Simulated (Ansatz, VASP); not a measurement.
**Pd: VASP beside Ansatz**

```
Pd
1.0
     2.47024    0.00000    0.00000
    -1.23512    2.13929    0.00000
     0.00000    0.00000    2.38937
Pd
1
Direct
  0.00000 0.00000 0.00000
```

Change from the starting cell: volume scaled by 0.76, PAW files.

Alike in both runs: task single point; functional PBE; k mesh 16 × 16 × 15; occupations fermi-dirac, width 0.08 eV; no spin polarisation.

|  | VASP | Ansatz |
| --- | --- | --- |
| version | VASP 6.6.1 | Ansatz 0.2.0 |
| potentials or method | VASP PAW PBE potentials, release 64 (Pd_sv_GW) | PAW with Ansatz's default frozen-core files, scalar-relativistic |
| plane-wave cutoff (eV) | 540 | 420 |
| valence electrons in the cell | 18 | 18 |

Ansatz gave:

- pressure (GPa): 81.3

Question: What did VASP give for the same quantities?

Answer: Pressure (GPa): 78.4.

Both programs put the cell under a high pressure, so it lies far from rest at this level.

Noted on VASP's run: the cell as given lies far from equilibrium.
